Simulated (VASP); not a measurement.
# Fe in VASP: notebook, part 2 of 2

VASP 6.6.1. The steps go on from the part before.

### Step 3. Single point, PBE, collinear spin, ferromagnetic start

INCAR reads:

```
SYSTEM = Fe
PREC     = Accurate       ! precision mode
ENCUT    = 520            ! plane-wave cutoff, eV
EDIFF    = 1E-7           ! SCF threshold, eV
ISMEAR   = -1             ! smearing method
SIGMA    = 0.1            ! smearing width, eV
LREAL    = .False.        ! projectors in reciprocal space
LASPH    = .True.         ! aspherical terms in the spheres
NELM     = 150            ! most SCF steps
ALGO     = Normal         ! electronic algorithm
ISIF     = 2              ! what is computed and relaxed
LWAVE    = .False.        ! write WAVECAR
LCHARG   = .False.        ! write CHGCAR
ISPIN    = 2              ! spin polarisation
MAGMOM   = 2.5            ! initial moments
LORBIT   = 11             ! projections on sites
LMAXMIX  = 4              ! l up to which the mixer works
LDIPOL   = .True.       
IDIPOL   = 3            
DIPOL    = 0.5 0.5 0.500
GGA      = PE             ! functional
NBANDS   = 14             ! bands
```

KPOINTS reads:

```
regular mesh
0
Gamma
  14 14 1
  0 0 0
```

POSCAR reads:

```
Fe
1.0
    2.8313533356      0.0000000000      0.0000000000
    0.0000000000      2.8313533356      0.0000000000
    0.0000000000      0.0000000000     16.0000000000
Fe
1
Direct
    0.0000000000      0.0000000000      0.5000000000
```

Potentials or basis: VASP PAW PBE potentials, release 64 (Fe).

Started as:

```console
$ cat potpaw_PBE.64/Fe/POTCAR > POTCAR
$ mpirun -np 1 vasp_std > vasp.out
```

OUTCAR:

```text
SYSTEM = Fe
   PREC = Accurate
   ENCUT = 520
   EDIFF = 1E-7
   ISMEAR = -1
   LREAL = .False.
   LASPH = .True.
   NELM = 150
   ISIF = 2
   ISPIN = 2
   LORBIT = 11
   GGA = PE

 ion  position               nearest neighbor table
   1  0.000  0.000  0.500-

  LATTYP: Found a simple tetragonal cell.
 ALAT       =     2.8313533356
 C/A-ratio  =     5.6510078763

  Lattice vectors:

 A1 = (   2.8313533356,   0.0000000000,   0.0000000000)
 A2 = (   0.0000000000,   2.8313533356,   0.0000000000)
 A3 = (   0.0000000000,   0.0000000000,  16.0000000000)

Analysis of symmetry for initial positions (statically):
=====================================================================
 Subroutine PRICEL returns:
 Original cell was already a primitive cell.

 Routine SETGRP: Setting up the symmetry group for a
 simple tetragonal supercell.

 Subroutine GETGRP returns: Found 16 space group operations
 (whereof 16 operations were pure point group operations)
[... 613 lines left out ...]
     13       8.1114      0.00000
     14       8.6608      0.00000
[... 379 lines left out ...]
      3      -2.8527      0.28821
      4      -2.5623      0.02171
      5      -2.1616      0.00040
      6      -1.7403      0.00001
      7       1.8393      0.00000
      8       3.2524      0.00000
      9       3.8895      0.00000
     10       4.8366      0.00000
     11       5.0739      0.00000
     12       7.0865      0.00000
     13       7.6827      0.00000
     14       7.7331      0.00000

 [... further k-points ...]

------------------------ aborting loop because EDIFF is reached ----------------------------------------

 vacuum level on the upper side and lower side of the slab       (xc-potential included)        -0.003        -0.003

  FORCE on cell =-STRESS in cart. coord.  units (eV):
  Direction    XX          YY          ZZ          XY          YZ          ZX
  --------------------------------------------------------------------------------------
  -------------------------------------------------------------------------------------
  Total       -3.1141253     -3.1141253     -0.0007167      0.0000000      0.0000000     -0.0000000
  in kB      -38.8990094    -38.8990094     -0.0089518      0.0000000      0.0000000     -0.0000000
  external PRESSURE =     -25.9356568 kB  Pullay stress =       0.0000000 kB

 VOLUME and BASIS-vectors are now :
 -----------------------------------------------------------------------------
  energy-cutoff  :      520.00
  volume of cell :      128.26
      direct lattice vectors                 reciprocal lattice vectors
     2.831353336  0.000000000  0.000000000     0.353187992  0.000000000  0.000000000
     0.000000000  2.831353336  0.000000000     0.000000000  0.353187992  0.000000000
     0.000000000  0.000000000 16.000000000     0.000000000  0.000000000  0.062500000

 POSITION                                       TOTAL-FORCE (eV/Angst)
 -----------------------------------------------------------------------------------
      0.00000      0.00000      8.00000         0.000000      0.000000      0.000000
 -----------------------------------------------------------------------------------
    total drift:                               -0.000000     -0.000000     -0.000000

  FREE ENERGIE OF THE ION-ELECTRON SYSTEM (eV)
  ---------------------------------------------------
  free  energy   TOTEN  =        -5.6490107665 eV

  energy  without entropy=       -5.5666586154  energy(sigma->0) =       -5.60783469

 vacuum level on the upper side and lower side of the slab         1.064         1.064

 total charge

# of ion       s       p       d       tot
------------------------------------------
    1        0.403   0.133   6.053   6.588

 magnetization (x)

# of ion       s       p       d       tot
------------------------------------------
    1        0.029  -0.000   3.131   3.160
```

Run time: 95 s. Hardware: 1 thread of Intel Xeon 6975P-C (Granite Rapids), shared host; peak memory 0.33 GiB.

Results:

```
Free energy                                           : -5.6490 eV
Net moment                                            : 3.24 μB per cell
Site moments                                          : Fe +3.16 μB
Valence electrons inside the program's atomic spheres : Fe 6.59
```

### Step 4. Single point, PBE, collinear spin, ferromagnetic start

INCAR reads:

```
PREC     = Accurate       # precision mode
ENCUT    = 520            # plane-wave cutoff, eV
EDIFF    = 1E-7           # SCF threshold, eV
ISMEAR   = -1             # smearing method
SIGMA    = 0.1            # smearing width, eV
LREAL    = F              # projectors in reciprocal space
LASPH    = T              # aspherical terms in the spheres
NELM     = 150            # most SCF steps
ALGO     = Normal         # electronic algorithm
ISIF     = 2              # what is computed and relaxed
LWAVE    = F              # write WAVECAR
LCHARG   = F              # write CHGCAR
ISPIN    = 2              # spin polarisation
MAGMOM   = 2.5            # initial moments
LORBIT   = 11             # projections on sites
LMAXMIX  = 4              # l up to which the mixer works
LDIPOL   = T            
IDIPOL   = 3            
DIPOL    = 0.5 0.5 0.500
GGA      = PE             # functional
NBANDS   = 14             # bands
EFIELD   = -0.2
```

KPOINTS reads:

```
regular mesh
0
Gamma
  14 14 1
```

POSCAR is that of step 3.

Potentials or basis: VASP PAW PBE potentials, release 64 (Fe).

Started as:

```console
$ cat potpaw_PBE.64/Fe/POTCAR > POTCAR
$ mpirun -np 1 vasp_std > vasp.out
```

OUTCAR:

```text
PREC = Accurate
   ENCUT = 520
   EDIFF = 1E-7
   ISMEAR = -1
   LREAL = F
   LASPH = T
   NELM = 150
   ISIF = 2
   ISPIN = 2
   LORBIT = 11
   GGA = PE

 ion  position               nearest neighbor table
   1  0.000  0.000  0.500-

  LATTYP: Found a simple tetragonal cell.
 ALAT       =     2.8313533356
 C/A-ratio  =     5.6510078763

  Lattice vectors:

 A1 = (   2.8313533356,   0.0000000000,   0.0000000000)
 A2 = (   0.0000000000,   2.8313533356,   0.0000000000)
 A3 = (   0.0000000000,   0.0000000000,  16.0000000000)

Analysis of symmetry for initial positions (statically):
[... 1027 lines left out ...]
  Total       -3.1123553     -3.1123553     -0.0059211      0.0000000     -0.0000000      0.0000000
  in kB      -38.8769007    -38.8769007     -0.0739608      0.0000000     -0.0000000      0.0000000
  external PRESSURE =     -25.9425874 kB  Pullay stress =       0.0000000 kB

 VOLUME and BASIS-vectors are now :
 -----------------------------------------------------------------------------
  energy-cutoff  :      520.00
  volume of cell :      128.26
      direct lattice vectors                 reciprocal lattice vectors
     2.831353336  0.000000000  0.000000000     0.353187992  0.000000000  0.000000000
     0.000000000  2.831353336  0.000000000     0.000000000  0.353187992  0.000000000
     0.000000000  0.000000000 16.000000000     0.000000000  0.000000000  0.062500000

 POSITION                                       TOTAL-FORCE (eV/Angst)
 -----------------------------------------------------------------------------------
      0.00000      0.00000      8.00000         0.000000     -0.000000     -0.000001
 -----------------------------------------------------------------------------------
    total drift:                               -0.000000     -0.000000     -0.000001

  FREE ENERGIE OF THE ION-ELECTRON SYSTEM (eV)
  ---------------------------------------------------
  free  energy   TOTEN  =        -5.6519096086 eV

  energy  without entropy=       -5.5694279130  energy(sigma->0) =       -5.61066876

 vacuum level on the upper side and lower side of the slab         2.282        -0.156

 total charge

# of ion       s       p       d       tot
------------------------------------------
    1        0.402   0.133   6.053   6.588

 magnetization (x)

# of ion       s       p       d       tot
------------------------------------------
    1        0.029  -0.000   3.131   3.160
```

OSZICAR:

```text
N       E                     dE             d eps       ncg     rms          rms(c)
DAV:   1     0.330471998906E+02    0.33047E+02   -0.23523E+03  2016   0.378E+02
DAV:   2    -0.485667153682E+01   -0.37904E+02   -0.32532E+02  2186   0.884E+01
DAV:   3    -0.580156150001E+01   -0.94489E+00   -0.94044E+00  2588   0.175E+01
[... 20 lines left out ...]
DAV:  24    -0.565190363755E+01   -0.48413E-05   -0.19038E-07  2292   0.134E-03    0.263E-04
DAV:  25    -0.565190780035E+01   -0.41628E-05   -0.89677E-08  2226   0.864E-04    0.159E-04
DAV:  26    -0.565190918186E+01   -0.13815E-05   -0.32812E-08  2298   0.342E-04    0.146E-04
DAV:  27    -0.565190956254E+01   -0.38068E-06   -0.11523E-08  2308   0.231E-04    0.731E-05
DAV:  28    -0.565190960861E+01   -0.46067E-07   -0.93510E-09  2228   0.196E-04
   1 F= -.56519096E+01 E0= -.56106688E+01  d E =-.824817E-01  mag=     3.2374
```

stdout:

```text
POSCAR found type information on POSCAR Fe
 POSCAR found :  1 types and       1 ions
 scaLAPACK will be used
 LDA part: xc-table for (Slater+PW92), standard interpolation
 POSCAR, INCAR and KPOINTS ok, starting setup
 FFT: planning ... GRIDC
 FFT: planning ... GRID_SOFT
 FFT: planning ... GRID
 WAVECAR not read
 entering main loop
```

Wall time 95 s (1 thread of Intel Xeon 6975P-C (Granite Rapids), shared host); peak memory 0.33 GiB.

Results:

```yaml
Free_energy: -5.6519 eV
Net_moment: 3.24 μB per cell
Site_moments: Fe +3.16 μB
Valence_electrons_inside_the_program's_atomic_spheres: Fe 6.59
```
